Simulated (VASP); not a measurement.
Write the native input for VASP 6.6.1 that does the following.

```
Task                   : electric field gradients
Functional             : PBEsol
Potentials or basis    : VASP PAW PBE potentials, release 64 (Ta_sv_GW, N)
Cutoff                 : 520 eV
k mesh                 : 12 × 12 × 10
Occupations            : fermi-dirac, width 0.02 eV
Spin                   : no spin polarisation
Dipole correction      : no
Further INCAR settings : ALGO = Normal; EDIFF = 1e-08; NBANDS = 16
```

The structure of TaN lies in POSCAR:

```
TaN
1.0
    2.8982913036      0.0000000000      0.0000000000
   -1.4491456518      2.5099938965      0.0000000000
    0.0000000000      0.0000000000      2.8440357641
Ta N
1 1
Direct
    0.3333333333      0.6666666667      0.5000000000
    0.0000000000      0.0000000000      0.0000000000
```

These files were run (other wordings do the same):

INCAR

```
ALGO = Normal
EDIFF = 1E-8
ENCUT = 520
GGA = PS
GGA_COMPAT = F
ISIF = 2
ISMEAR = -1
LASPH = T
LCHARG = F
LEFG = T
LREAL = F
LWAVE = F
NBANDS = 16
NELM = 120
PREC = Accurate
SIGMA = 0.02
```

KPOINTS

```
k-points
0
Gamma
  12 12 10
```

Potentials or basis: VASP PAW PBE potentials, release 64 (Ta_sv_GW, N).

Command:

```sh
$ cat potpaw_PBE.64/Ta_sv_GW/POTCAR potpaw_PBE.64/N/POTCAR > POTCAR
$ mpirun -np 1 vasp_std > vasp.out
```

Results of the run:

```yaml
Pressure: 10.3 GPa
Band_gap_on_the_k_mesh: zero (bands 9 and 10 overlap by 0.52 eV)
Largest_electric_field_gradient_by_atom: Ta +29.1; N -0.3 V/Å²
```

Caveat: the cell stands under pressure; without QUAD_EFG the Cq values of the log hold for a quadrupole moment of 1 mb, not for the nuclei; the PAW data sets were made with another functional, which shifts forces and pressure a little; spin-orbit coupling is left out, which moves the levels of the heavy elements.

It took 23 s on 1 thread of AMD EPYC 9R45 96-Core Processor (Zen 5) (shared host), peak memory 0.15 GiB.
